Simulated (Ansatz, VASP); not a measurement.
**SiNi3: VASP beside Ansatz**

```xyz
4
Lattice="3.2649 0.2297 -0.0606 0.2297 3.9654 0.1843 -0.0606 0.1843 3.1321" Properties=species:S:1:pos:R:3 pbc="T T T"
Si   -0.1650    0.0748   -0.1454
Ni    0.1531    2.0163    1.6156
Ni    1.7660    0.2505    1.8413
Ni    1.6799    2.0379   -0.0557
```

Change from the starting cell: all atoms moved at random, sigma 0.25 Å a component, cell strained at random, sigma 0.1.

Alike in both runs: task single point; functional PBEsol; k mesh 10 × 10 × 10; occupations gaussian, width 0.15 eV; no spin polarisation.

|  | VASP | Ansatz |
| --- | --- | --- |
| version | VASP 6.6.1 | Ansatz 0.2.0 |
| potentials or method | VASP PAW PBE potentials, release 64 (Si, Ni), cutoff 520 eV | scalar-relativistic, plane waves, PAW |
| valence electrons in the cell | 34 | 58 |

VASP gave:

| Property | Result |
| --- | --- |
| gap on the k mesh at the Fermi level (eV) | none |
| pressure (GPa) | 50.6 |
| traceless stress, the component that is largest in VASP (GPa) | 51.77 |
| rms of the force components (eV/Å) | 6.048 |

Task: Which values does Ansatz return?

Result: gap on the k mesh at the Fermi level (eV): none; pressure (GPa): 50.1; traceless stress, the component that is largest in VASP (GPa): 51.11; rms of the force components (eV/Å): 5.945.

VASP's potentials were made for PBE, not for PBEsol. Atom by atom the forces differ by 0.109 eV/Å (rms over components). A gap of «none» marks a metal or a gap that the smearing closes. Both programs put the cell under a high pressure, so it lies far from rest at this level. The functional is the same, so the differences come from potentials, cutoffs and numerics. VASP's potentials hold 34 valence electrons a cell and Ansatz's 58, so a difference there can come from the potentials and not from the codes.
